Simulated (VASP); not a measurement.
# CdO5 (C222) in VASP: single point with PBE

Aim: the single point of CdO5 with PBE.

Everything below comes from runs of VASP 6.6.1. Logs are shortened: lines on timing, memory, paths and dates and some standing lists are left out, and cuts for length are marked.

**1. The cell of the first run**

It takes space group C222 (No. 21, orthorhombic). Conventional cell: a = 3.224 Å, b = 16.138 Å, c = 3.313 Å, α = 90.00°, β = 90.00°, γ = 90.00°. Within 3.4 Å of Cd (site symmetry 222) lie 4 O at 2.31 Å and 4 Cd at 3.22 to 3.31 Å. O (site symmetry 222) has 4 Cd at 2.31 Å and 4 O at 3.22 to 3.31 Å within 3.4 Å. O (site symmetry 1) has 1 O at 1.22 Å within 1.6 Å.

The cell was built from a structure type or drawn by symmetry, and may not be a known phase.

**2. Single point, PBE, collinear spin, ferromagnetic start**

Contents of INCAR:

```
ALGO = Normal
EDIFF = 1E-6
ENCUT = 520
GGA = PE
ISIF = 2
ISMEAR = 0
ISPIN = 2
LASPH = True
LCHARG = False
LORBIT = 11
LREAL = False
LWAVE = False
MAGMOM = 0 1 1 1 1 1
NBANDS = 34
NELM = 150
PREC = Accurate
SIGMA = 0.1
```

Contents of KPOINTS:

```
k-points
0
Gamma
  6 6 6
```

Contents of POSCAR:

```
CdO5
1.0
    1.6118302339     -8.0688944761      0.0000000000
    1.6118302339      8.0688944761      0.0000000000
    0.0000000000      0.0000000000      3.3133454081
Cd O
1 5
Direct
    0.0000000000      0.0000000000      0.0000000000
    0.5000000000      0.5000000000      0.5000000000
    0.5364408504      0.9611444466      0.7926820592
    0.4635591496      0.0388555534      0.7926820592
    0.9611444466      0.5364408504      0.2073179408
    0.0388555534      0.4635591496      0.2073179408
```

Potentials or basis: VASP PAW PBE potentials, release 64 (Cd, O).

Run with:

```
$ cat potpaw_PBE.64/Cd/POTCAR potpaw_PBE.64/O/POTCAR > POTCAR
$ mpirun -np 1 vasp_std > vasp.out
```

OUTCAR:

```text
EDIFF = 1E-6
   ENCUT = 520
   GGA = PE
   ISIF = 2
   ISMEAR = 0
   ISPIN = 2
   LASPH = True
   LORBIT = 11
   LREAL = False
   NELM = 150
   PREC = Accurate

 ion  position               nearest neighbor table
   1  0.000  0.000  0.000-   2 2.31   2 2.31   2 2.31   2 2.31
   2  0.500  0.500  0.500-   1 2.31   1 2.31   1 2.31   1 2.31
   3  0.536  0.961  0.793-   4 1.22
   4  0.464  0.039  0.793-   3 1.22
   5  0.961  0.536  0.207-   6 1.22
   6  0.039  0.464  0.207-   5 1.22

  LATTYP: Found a base centered orthorhombic cell.
 ALAT       =     3.2236604678
 B/A-ratio  =     5.0060448715
 C/A-ratio  =     1.0278208394

  Lattice vectors:

 A1 = (   1.6118302339,  -8.0688944761,   0.0000000000)
 A2 = (   1.6118302339,   8.0688944761,   0.0000000000)
 A3 = (   0.0000000000,   0.0000000000,   3.3133454081)

Analysis of symmetry for initial positions (statically):
=====================================================================
 Subroutine PRICEL returns:
 Original cell was already a primitive cell.

 Routine SETGRP: Setting up the symmetry group for a
 base centered orthorhombic supercell.

 Subroutine GETGRP returns: Found  4 space group operations
 (whereof  4 operations were pure point group operations)
 out of a pool of  8 trial point group operations.

The static configuration has the point symmetry D_2 .

Analysis of symmetry for dynamics (positions and initial velocities):
=====================================================================
 Subroutine PRICEL returns:
 Original cell was already a primitive cell.

 Routine SETGRP: Setting up the symmetry group for a
 base centered orthorhombic supercell.

 Subroutine GETGRP returns: Found  4 space group operations
 (whereof  4 operations were pure point group operations)
 out of a pool of  8 trial point group operations.

The dynamic configuration has the point symmetry D_2 .

Analysis of structural, dynamic, and magnetic symmetry:
=====================================================================
 Subroutine PRICEL returns:
 Original cell was already a primitive cell.

 Routine SETGRP: Setting up the symmetry group for a
 base centered orthorhombic supercell.

 Subroutine GETGRP returns: Found  4 space group operations
 (whereof  4 operations were pure point group operations)
 out of a pool of  8 trial point group operations.

The overall configuration has the point symmetry D_2 .

 Subroutine INISYM returns: Found  4 space group operations
 (whereof  4 operations are pure point group operations),
 and found     1 'primitive' translations

----------------------------------------------------------------------------------------

                                     Primitive cell

  volume of cell :      86.1847

  direct lattice vectors                    reciprocal lattice vectors
     1.611830234 -8.068894476  0.000000000     0.310206366 -0.061966358  0.000000000
     1.611830234  8.068894476  0.000000000     0.310206366  0.061966358  0.000000000
     0.000000000  0.000000000  3.313345408     0.000000000  0.000000000  0.301809765

  length of vectors
     8.228308135  8.228308135  3.313345408     0.316334979  0.316334979  0.301809765

  position of ions in fractional coordinates (direct lattice)
     0.000000000  0.000000000  0.000000000
     0.500000000  0.500000000  0.500000000
     0.536440850  0.961144447  0.792682059
     0.463559150  0.038855553  0.792682059
     0.961144447  0.536440850  0.207317941
     0.038855553  0.463559150  0.207317941

  ion indices of the primitive-cell ions
   primitive index   ion index
                 1           1
                 2           2
                 3           3
                 4           4
                 5           5
                 6           6

----------------------------------------------------------------------------------------

 KPOINTS: k-points

Automatic generation of k-mesh.
 Grid dimensions read from file:
 generate k-points for:    6    6    6

 Generating k-lattice:

  Cartesian coordinates                     Fractional coordinates (reciprocal lattice)
     0.051701061 -0.010327726  0.000000000     0.166666667 -0.000000000  0.000000000
     0.051701061  0.010327726  0.000000000    -0.000000000  0.166666667  0.000000000
     0.000000000  0.000000000  0.050301628     0.000000000  0.000000000  0.166666667

  Length of vectors
     0.052722497  0.052722497  0.050301628

  Shift w.r.t. Gamma in fractional coordinates (k-lattice)
     0.000000000  0.000000000  0.000000000

 Subroutine IBZKPT returns following result:
 ===========================================

 Found     52 irreducible k-points:

 Following reciprocal coordinates:
            Coordinates               Weight
  0.000000  0.000000  0.000000      1.000000
  0.166667  0.000000  0.000000      4.000000
  0.333333 -0.000000  0.000000      4.000000
  0.500000  0.000000  0.000000      2.000000
  0.166667  0.166667  0.000000      2.000000
  0.333333  0.166667  0.000000      4.000000
[... 16 lines left out ...]
  0.333333  0.333333  0.166667      4.000000
  0.500000  0.333333  0.166667      8.000000
 [... further k-points ...]
   k-points           NKPTS =     52   k-points in BZ     NKDIM =     52   number of bands    NBANDS=     34
   number of dos      NEDOS =    301   number of ions     NIONS =      6
   total plane-waves  NPLWV = 114688
   dimension x,y,z NGX =    64 NGY =   64 NGZ =   28
   dimension x,y,z NGXF=   128 NGYF=  128 NGZF=   56
   ions per type =               1   5
   NGX,Y,Z   is equivalent  to a cutoff of  12.93, 12.93, 14.05 a.u.
   NGXF,Y,Z  is equivalent  to a cutoff of  25.86, 25.86, 28.10 a.u.
 SYSTEM =  unknown system
   PREC   = accura    normal or accurate (medium, high low for compatibility)
   ISTART =      0    job   : 0-new  1-cont  2-samecut
   ICHARG =      2    charge: 1-file 2-atom 10-const
   ISPIN  =      2    spin polarized calculation?
   LNONCOLLINEAR =      F non collinear calculations
   LSORBIT =      F    spin-orbit coupling
   LASPH  =      T    aspherical Exc in radial PAW
   ENCUT  =  520.0 eV  38.22 Ry    6.18 a.u.  15.30 15.30  6.16*2*pi/ulx,y,z
   NELM   =    150;   NELMIN=  2; NELMDL= -5     # of ELM steps
   EDIFF  = 0.1E-05   stopping-criterion for ELM
   LREAL  =      F    real-space projection
   EDIFFG = 0.1E-04   stopping-criterion for IOM
   NSW    =      0    number of steps for IOM
   IBRION =     -1    ionic relax: 0-MD 1-quasi-New 2-CG
   NFREE  =      0    steps in history (QN), initial steepest desc. (CG)
   ISIF   =      2    stress and relaxation
   ISYM   =      2    0-nonsym 1-usesym 2-fastsym
   POTIM  = 0.5000    time-step for ionic-motion
   TEBEG  =    0.0;   TEEND  =   0.0 temperature during run
   PSTRESS=    0.0 pullay stress
   NELECT =      42.0000    total number of electrons
   NUPDOWN=      -1.0000    fix difference up-down
   EMIN   =  10.00;   EMAX   =-10.00  energy-range for DOS
   EFERMI =   0.00;   METHOD = LEGACY
   ISMEAR =     0;   SIGMA  =   0.10  broadening in eV -4-tet -1-fermi 0-gaus
   EFERMI_NEDOS =   21; number of points for ismear=-14 and -15
   IALGO  =     38    algorithm
   IMIX   =      4    mixing-type and parameters
     AMIX     =   0.40;   BMIX     =  1.00
     AMIX_MAG =   1.60;   BMIX_MAG =  1.00
  volume/ion in A,a.u.               =      14.36        96.93
  Fermi-wavevector in a.u.,A,eV,Ry     =   1.288293  2.434520 22.581567  1.659698
  Thomas-Fermi vector in A             =   2.420255
   LORBIT       =     11    0 simple, 1 ext, 2 COOP (PROOUT), +10 PAW based schemes
   GGA     = PE    functional components
   LHFCALC =     F    Hartree Fock is set to
   AEXX    =    0.0000 exact exchange contribution
   IVDW    =     0    specifies the selected vdW correction
   LEPSILON=     F    determine dielectric tensor
   LRPA    =     F    only Hartree local field effects (RPA)
 spin polarized calculation
 Gauss-broadening in eV      SIGMA  =   0.10
  energy-cutoff  :      520.00
  volume of cell :       86.18
 maximum number of plane-waves:      2348
 NGX is ok and might be reduce to    64
   NGX = 31   NGY = 31   NGZ = 13

 number of electron      41.9999994 magnetization       0.0001156

 number of electron      41.9999994 magnetization      -0.0002405

 Free energy of the ion-electron system (eV)
  ---------------------------------------------------
  ext. energy  EPLUGINS =         0.00000000
  ---------------------------------------------------
  free energy    TOTEN  =       -26.60821825 eV

  energy without entropy =      -26.60306955  energy(sigma->0) =      -26.60564390

 E-fermi :   0.3921     XC(G=0):  -9.0492

 val. band max:        0.0191793437   @ k =   0.0000   0.0000   0.3333
 cond. band min:       0.4061573977   @ k =   0.3333   0.1667   0.0000
 fundamental gap:      0.3869780540
 Fermi energy:         0.3920642226

 spin component 1

 k-point     1 :       0.0000    0.0000    0.0000
  band No.  band energies     occupation
      1     -27.9787      1.00000
      2     -25.9157      1.00000
      3     -16.3395      1.00000
      4     -15.6148      1.00000
      5     -12.7488      1.00000
      6      -8.7529      1.00000
[... 25 lines left out ...]
     32      14.3085      0.00000
     33      14.7875      0.00000

 k-point     2 :       0.1667    0.0000    0.0000
  band No.  band energies     occupation
      1     -27.8472      1.00000
      2     -26.0595      1.00000
      3     -16.2281      1.00000
      4     -15.4428      1.00000
      5     -12.9619      1.00000
      6      -8.7751      1.00000
[... 25 lines left out ...]
     32      13.9383      0.00000
     33      14.4540      0.00000
[... 754 lines left out ...]
     32      13.1048      0.00000
     33      13.6263      0.00000

 k-point    24 :       0.5000    0.3333    0.1667
  band No.  band energies     occupation
      1     -27.7655      1.00000
      2     -26.1389      1.00000
      3     -16.1559      1.00000
      4     -15.3248      1.00000
      5     -13.0832      1.00000
      6      -9.0094      1.00000
[... 25 lines left out ...]
     32      12.8615      0.00000
     33      13.8605      0.00000

 [... further k-points ...]

 spin component 2

 k-point     1 :       0.0000    0.0000    0.0000
  band No.  band energies     occupation
      1     -27.9787      1.00000
      2     -25.9157      1.00000
      3     -16.3395      1.00000
      4     -15.6149      1.00000
      5     -12.7489      1.00000
      6      -8.7530      1.00000
[... 25 lines left out ...]
     32      14.3085      0.00000
     33      14.7875      0.00000

 k-point     2 :       0.1667    0.0000    0.0000
  band No.  band energies     occupation
      1     -27.8472      1.00000
      2     -26.0596      1.00000
      3     -16.2280      1.00000
      4     -15.4429      1.00000
      5     -12.9619      1.00000
      6      -8.7753      1.00000
[... 25 lines left out ...]
     32      13.9383      0.00000
     33      14.4540      0.00000
[... 754 lines left out ...]
     32      13.1048      0.00000
     33      13.6262      0.00000

 k-point    24 :       0.5000    0.3333    0.1667
  band No.  band energies     occupation
      1     -27.7655      1.00000
      2     -26.1389      1.00000
      3     -16.1558      1.00000
      4     -15.3249      1.00000
      5     -13.0833      1.00000
      6      -9.0095      1.00000
[... 25 lines left out ...]
     32      12.8615      0.00000
     33      13.8604      0.00000

 [... further k-points ...]

 [bands above 33 left out]

------------------------ aborting loop because EDIFF is reached ----------------------------------------

  FORCE on cell =-STRESS in cart. coord.  units (eV):
  Direction    XX          YY          ZZ          XY          YZ          ZX
  --------------------------------------------------------------------------------------
  -------------------------------------------------------------------------------------
  Total        0.1083705      3.0344492      0.1141801      0.0000000      0.0000000      0.0000000
  in kB        2.0146125     56.4105605      2.1226136      0.0000000      0.0000000      0.0000000
  external PRESSURE =      20.1825955 kB  Pullay stress =       0.0000000 kB

 VOLUME and BASIS-vectors are now :
 -----------------------------------------------------------------------------
  energy-cutoff  :      520.00
  volume of cell :       86.18
      direct lattice vectors                 reciprocal lattice vectors
     1.611830234 -8.068894476  0.000000000     0.310206366 -0.061966358  0.000000000
     1.611830234  8.068894476  0.000000000     0.310206366  0.061966358  0.000000000
     0.000000000  0.000000000  3.313345408     0.000000000  0.000000000  0.301809765

 POSITION                                       TOTAL-FORCE (eV/Angst)
 -----------------------------------------------------------------------------------
      0.00000      0.00000      0.00000         0.000000      0.000000     -0.000000
      1.61183      0.00000      1.65667         0.000000      0.000000     -0.000000
      2.41385      3.42689      2.62643        -0.005701     -1.215482     -0.012618
      0.80981     -3.42689      2.62643         0.005701      1.215482     -0.012618
      2.41385     -3.42689      0.68692        -0.005701      1.215482      0.012618
      0.80981      3.42689      0.68692         0.005701     -1.215482      0.012618
 -----------------------------------------------------------------------------------
    total drift:                                0.000000     -0.000000      0.000000

  FREE ENERGIE OF THE ION-ELECTRON SYSTEM (eV)
  ---------------------------------------------------
  free  energy   TOTEN  =       -26.6082182472 eV

  energy  without entropy=      -26.6030695479  energy(sigma->0) =      -26.60564390

 total charge

# of ion       s       p       d       tot
------------------------------------------
    1        0.348   0.204   9.604  10.156
    2        1.568   3.305   0.000   4.873
    3        1.625   3.312   0.000   4.937
    4        1.625   3.312   0.000   4.937
    5        1.625   3.312   0.000   4.937
    6        1.625   3.312   0.000   4.937
--------------------------------------------------
tot          8.415  16.758   9.604  34.776

 magnetization (x)

# of ion       s       p       d       tot
------------------------------------------
    1       -0.000  -0.000   0.000   0.000
    2       -0.000   0.000   0.000   0.000
    3        0.000  -0.000   0.000  -0.000
    4        0.000  -0.000   0.000  -0.000
    5        0.000  -0.000   0.000  -0.000
    6        0.000  -0.000   0.000  -0.000
--------------------------------------------------
tot          0.000   0.000   0.000   0.000
```

Wall time 15 min (1 thread of Intel Xeon Platinum 8259CL at 2.50GHz (Skylake/Cascade Lake), shared host); peak memory 0.54 GiB.

Results:

```
Free energy                                           : -26.6082 eV
Pressure                                              : 2.0 GPa
Largest force                                         : 1.216 eV/Å
Net moment                                            : 0.00 μB per cell
Valence electrons inside the program's atomic spheres : Cd 10.16; O 4.87, 4.94 (each value once)
```

Forces on the atoms (eV/Å):
```
Cd   0.000  0.000  0.000
O    0.000  0.000  0.000
O   -0.006 -1.215 -0.013
O    0.006  1.215 -0.013
O   -0.006  1.215  0.013
O    0.006 -1.215  0.013
```

Caveat: the standard files for N, O and F lose accuracy on very short bonds; forces of over 1 eV/Å act on the atoms, so gaps and moduli don't describe the material at rest.
